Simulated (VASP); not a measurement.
# SnO (P4/nmm) in VASP: a series of runs, part 3 of 3

VASP 6.6.1. The steps go on from the part before.

## 6. Single point, PBE

This run uses another cell than the first one, of 18.94 Å³/atom.

Contents of INCAR:

```
  PREC = Accurate
  ENCUT = 520
  EDIFF = 1E-6
  ISMEAR = -1
  SIGMA = 0.05
  LREAL = F
  LASPH = T
  NELM = 100
  ALGO = Normal
  ISIF = 2
  LWAVE = F
  LCHARG = F
  GGA = PE
  NBANDS = 28
```

Contents of KPOINTS:

```
regular mesh
0
Gamma
  7 7 6
```

Contents of POSCAR:

```
SnO
1.0
    3.8679436052      0.0000000000      0.0000000000
    0.0000000000      3.8679436052      0.0000000000
    0.0000000000      0.0000000000      5.0630379998
Sn O
2 2
Direct
    0.5000000000      0.0000000000      0.7711287352
    0.0000000000      0.5000000000      0.2288712648
    0.0000000000      0.0000000000      0.0000000000
    0.5000000000      0.5000000000      0.0000000000
```

Potentials or basis: VASP PAW PBE potentials, release 64 (Sn_d, O).

Command:

```
$ cat potpaw_PBE.64/Sn_d/POTCAR potpaw_PBE.64/O/POTCAR > POTCAR
$ mpirun -np 1 vasp_std > vasp.out
```

OUTCAR:

```text
PREC = Accurate
   ENCUT = 520
   EDIFF = 1E-6
   ISMEAR = -1
   LREAL = F
   LASPH = T
   NELM = 100
   ISIF = 2
   GGA = PE

 ion  position               nearest neighbor table
   1  0.500  0.000  0.771-   3 2.25   4 2.25   4 2.25   3 2.25   2 3.58   2 3.58   2 3.58   2 3.58

   2  0.000  0.500  0.229-   3 2.25   4 2.25   3 2.25   4 2.25   1 3.58   1 3.58   1 3.58   1 3.58

   3  0.000  0.000  0.000-   1 2.25   2 2.25   2 2.25   1 2.25
   4  0.500  0.500  0.000-   1 2.25   2 2.25   1 2.25   2 2.25

  LATTYP: Found a simple tetragonal cell.
 ALAT       =     3.8679436052
 C/A-ratio  =     1.3089741001

  Lattice vectors:

 A1 = (   3.8679436052,   0.0000000000,   0.0000000000)
 A2 = (   0.0000000000,   3.8679436052,   0.0000000000)
 A3 = (   0.0000000000,   0.0000000000,   5.0630379998)

Analysis of symmetry for initial positions (statically):
=====================================================================
 Subroutine PRICEL returns:
 Original cell was already a primitive cell.

[... 172 lines left out ...]

  energy without entropy =      -22.72591919  energy(sigma->0) =      -22.72592813

 E-fermi :   6.5024     XC(G=0):  -9.8269

 val. band max:        6.1433253937   @ k =   0.0000   0.0000   0.0000
 cond. band min:       6.8616182690   @ k =   0.4286   0.4286   0.0000
 fundamental gap:      0.7182928753
 Fermi energy:         6.5024217596

 k-point     1 :       0.0000    0.0000    0.0000
  band No.  band energies     occupation
      1     -15.5999      2.00000
      2     -15.2351      2.00000
      3     -15.2304      2.00000
      4     -15.2304      2.00000
      5     -15.2008      2.00000
      6     -15.1864      2.00000
[... 733 lines left out ...]
     27      15.0208      0.00000
     28      15.8821      0.00000

 [... further k-points ...]

------------------------ aborting loop because EDIFF is reached ----------------------------------------

  FORCE on cell =-STRESS in cart. coord.  units (eV):
  Direction    XX          YY          ZZ          XY          YZ          ZX
  --------------------------------------------------------------------------------------
  -------------------------------------------------------------------------------------
  Total        0.0968423      0.0968423      0.1233676      0.0000000      0.0000000      0.0000000
  in kB        2.0483506      2.0483506      2.6093971      0.0000000      0.0000000      0.0000000
  external PRESSURE =       2.2353661 kB  Pullay stress =       0.0000000 kB

 VOLUME and BASIS-vectors are now :
 -----------------------------------------------------------------------------
  energy-cutoff  :      520.00
  volume of cell :       75.75
      direct lattice vectors                 reciprocal lattice vectors
     3.867943605  0.000000000  0.000000000     0.258535310  0.000000000  0.000000000
     0.000000000  3.867943605  0.000000000     0.000000000  0.258535310  0.000000000
     0.000000000  0.000000000  5.063038000     0.000000000  0.000000000  0.197509875

 POSITION                                       TOTAL-FORCE (eV/Angst)
 -----------------------------------------------------------------------------------
      1.93397      0.00000      3.90425         0.000000      0.000000     -0.081470
      0.00000      1.93397      1.15878         0.000000      0.000000      0.081470
      0.00000      0.00000      0.00000         0.000000      0.000000      0.000000
      1.93397      1.93397      0.00000        -0.000000      0.000000      0.000000
 -----------------------------------------------------------------------------------
    total drift:                                0.000000      0.000000      0.000000

  FREE ENERGIE OF THE ION-ELECTRON SYSTEM (eV)
  ---------------------------------------------------
  free  energy   TOTEN  =       -22.7259370776 eV

  energy  without entropy=      -22.7259191882  energy(sigma->0) =      -22.72592813
```

Wall time 35 s (1 thread of Intel Xeon 6975P-C (Granite Rapids), shared host); peak memory 0.22 GiB.

What came out:

- Free energy: -22.7259 eV
- Pressure: 0.2 GPa
- Largest force: 0.081 eV/Å
- Band gap on the k mesh: 0.72 eV (least direct gap 1.91 eV)

Forces in eV/Å, atoms in the order of the input:
```
Sn   0.000  0.000 -0.081
Sn   0.000  0.000  0.081
O    0.000  0.000  0.000
O    0.000  0.000  0.000
```

Caveat: spin-orbit coupling is left out, which moves the levels of the heavy elements; an odd mesh through Γ misses points on the zone boundary, where band edges can lie.

## 7. The runs side by side

```csv
task,cell,cutoff (eV),gap on the mesh (eV),pressure (GPa),largest force (eV/Å)
relaxation of cell and atoms,"relaxed to 2 GPa from a = 3.814, b = 3.814, c = 4.887 Å, 4 atoms, atomic positions A",600,0.24,2.0,-
relaxation of cell and atoms,"relaxed to 5 GPa from a = 3.814, b = 3.814, c = 4.887 Å, 4 atoms, atomic positions A",600,none,5.0,-
relaxation of cell and atoms,"relaxed to 10 GPa from a = 3.814, b = 3.814, c = 4.887 Å, 4 atoms, atomic positions A",600,none,10.0,-
single point,"a = 3.869, b = 3.869, c = 5.054 Å, 4 atoms, atomic positions B",520,0.72,0.2,0.09
single point,"a = 3.868, b = 3.868, c = 5.063 Å, 4 atoms, atomic positions B",520,0.72,0.2,0.08
```

Alike in all rows: level PBE; potentials or basis VASP PAW PBE potentials, release 64 (Sn_d, O); no spin polarisation; k mesh 7 × 7 × 6; smearing fermi-dirac 0.05 eV.

Caveats: spin-orbit coupling is left out, which moves the levels of the heavy elements; the cell is relaxed towards a set pressure, so the run minimises the enthalpy, not the energy (at least some runs); an odd mesh through Γ misses points on the zone boundary, where band edges can lie (at least some runs); semilocal functionals underestimate gaps, so a narrow gap can read as zero (at least some runs).

Total energies depend on the potentials used, so only differences within one code and one set of settings carry meaning.
